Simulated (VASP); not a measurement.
Set up this calculation in VASP 6.6.1, as the native input.

* Task: single point
* Functional: LDA
* Potentials or basis: VASP PAW LDA potentials, release 64 (As)
* Cutoff: 520 eV
* k mesh: 7 × 7 × 7
* Occupations: fermi-dirac, width 0.05 eV
* Spin: no spin polarisation
* Dipole correction: no
* Further INCAR settings: ALGO = Normal; EDIFF = 1e-06; NBANDS = 12

The structure of As lies in POSCAR:

```
As
1.0
    1.8807968987      1.0858785957      3.5140619945
   -1.8807968987      1.0858785957      3.5140619945
    0.0000000000     -2.1717571915      3.5140619945
As
2
Direct
    0.2260000000      0.2260000000      0.2260000000
    0.7740000000      0.7740000000      0.7740000000
```

The input as run:

INCAR

```
SYSTEM = As
  ALGO = Normal
  EDIFF = 1E-6
  ENCUT = 520
  GGA = CA
  ISIF = 2
  ISMEAR = -1
  LASPH = .True.
  LCHARG = .False.
  LREAL = .False.
  LWAVE = .False.
  NBANDS = 12
  NELM = 60
  PREC = Accurate
  SIGMA = 0.05
```

KPOINTS

```
k-points
0
Gamma
  7 7 7
  0 0 0
```

Potentials or basis: VASP PAW LDA potentials, release 64 (As).

Command:

```sh
$ cat potpaw_LDA.64/As/POTCAR > POTCAR
$ mpirun -np 1 vasp_std > vasp.out
```

It gave:

```yaml
Pressure: -1.0 GPa
Largest_force: 0.296 eV/Å
Band_gap_on_the_k_mesh: zero (band 5 reaches 5.42 eV, above the bottom of band 6 at 5.40 eV)
```

Run time: 10 s on 1 thread of Intel Xeon 6975P-C, on a shared host, peak memory 0.15 GiB.
